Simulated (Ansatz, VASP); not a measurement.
## La3Hf in VASP and in Ansatz

File INCAR:

```
PREC     = Accurate       # precision mode
ENCUT    = 520            # plane-wave cutoff, eV
EDIFF    = 1E-7           # SCF threshold, eV
ISMEAR   = 1              # smearing method
SIGMA    = 0.1            # smearing width, eV
LREAL    = F              # projectors in reciprocal space
LASPH    = T              # aspherical terms in the spheres
NELM     = 60             # most SCF steps
ALGO     = Normal         # electronic algorithm
ISIF     = 2              # what is computed and relaxed
LWAVE    = F              # write WAVECAR
LCHARG   = F              # write CHGCAR
GGA      = PS             # functional
NBANDS   = 30             # bands
```

The input KPOINTS:

```
regular mesh
0
Gamma
  4 4 4
```

Contents of POSCAR:

```
La3Hf
1.0
    5.0451320000      0.0000000000      0.0000000000
    0.0000000000      5.0451320000      0.0000000000
    0.0000000000      0.0000000000      5.0451320000
La Hf
3 1
Direct
    0.0000000000      0.5000000000      0.5000000000
    0.5000000000      0.0000000000      0.5000000000
    0.5000000000      0.5000000000      0.0000000000
    0.0000000000      0.0000000000      0.0000000000
```

Input for Ansatz:

```yaml
crystal:
  lattice:
    bravais: cubic
    a: 5.045132
  space_group: 221
  atoms:
    - { symbol: La, position: [0.0, 0.5, 0.5] }
    - { symbol: Hf, position: [0.0, 0.0, 0.0] }
kpoints:
  mp_grid:
    grid: [4, 4, 4]
hamiltonian:
  xc: pbesol
  pseudopotentials:
    kind: paw
scf:
  convergence:
    dr2_threshold: 1.0e-09
  occupations:
    method: cold
output:
  forces: true
  stress: true
  eigenvalues: true
```

Alike in both runs: task single point; functional PBEsol; k mesh 4 × 4 × 4; no spin polarisation.

```csv
,VASP,Ansatz
version,VASP 6.6.1,Ansatz 0.2.0
potentials or method,"VASP PAW PBE potentials, release 64 (La, Hf_pv)","plane waves, PAW"
plane-wave cutoff (eV),520,420
occupations,"methfessel-paxton of order 1, width 0.1 eV",cold
valence electrons in the cell,43,59
```

```tsv
	VASP	Ansatz	Ansatz less VASP
gap on the k mesh at the Fermi level (eV)	none	none	-
pressure (GPa)	-2.8	-2.8	-0.01
```

VASP's potentials were made for PBE, not for PBEsol. A gap of «none» marks a metal or a gap that the smearing closes. VASP's potentials hold 43 valence electrons a cell and Ansatz's 59, so a difference there can come from the potentials and not from the codes. Ansatz's warnings: stress scf threshold loose.

Spin-orbit coupling is off throughout.
